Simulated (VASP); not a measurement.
Write the native input for VASP 6.6.1 that does the following.

```
Task                   : single point
Functional             : PBE
Potentials or basis    : VASP PAW PBE potentials, release 64 (Co)
Cutoff                 : 520 eV
k mesh                 : 14 × 14 × 8
Occupations            : methfessel-paxton, width 0.01 eV
Spin                   : collinear spin, ferromagnetic start
Starting moments       : [1.69, 1.69] μB
Dipole correction      : no
Further INCAR settings : ALGO = Normal; EDIFF = 1e-06; NBANDS = 20
```

The structure of Co lies in POSCAR:

```
Co
1.0
    2.4935221926      0.0000000000      0.0000000000
   -1.2467610963      2.1594535637      0.0000000000
    0.0000000000      0.0000000000      4.0277844638
Co
2
Direct
    0.3333333333      0.6666666667      0.2500000000
    0.6666666667      0.3333333333      0.7500000000
```

These files were run (other wordings do the same):

INCAR

```
SYSTEM = Co
ALGO = Normal
EDIFF = 1E-6
ENCUT = 520
GGA = PE
ISIF = 2
ISMEAR = 1
ISPIN = 2
LASPH = .TRUE.
LCHARG = .FALSE.
LMAXMIX = 4
LORBIT = 11
LREAL = .FALSE.
LWAVE = .FALSE.
MAGMOM = 1.69 1.69
NBANDS = 20
NELM = 150
PREC = Accurate
SIGMA = 0.01
```

KPOINTS

```
k-points
0
G
  14 14 8
  0 0 0
```

Potentials or basis: VASP PAW PBE potentials, release 64 (Co).

Run with:

```bash
$ cat potpaw_PBE.64/Co/POTCAR > POTCAR
$ mpirun -np 1 vasp_std > vasp.out
```

Results of the run:

The pressure is -0.9 GPa, the net moment is 3.14 μB per cell and the site moments are Co +1.59 μB. The valence electrons inside the program's atomic spheres are Co 8.28.

Run time: 57 s on 1 thread of Intel(R) Xeon(R) 6975P-C (Granite Rapids) (shared host), peak memory 0.19 GiB.
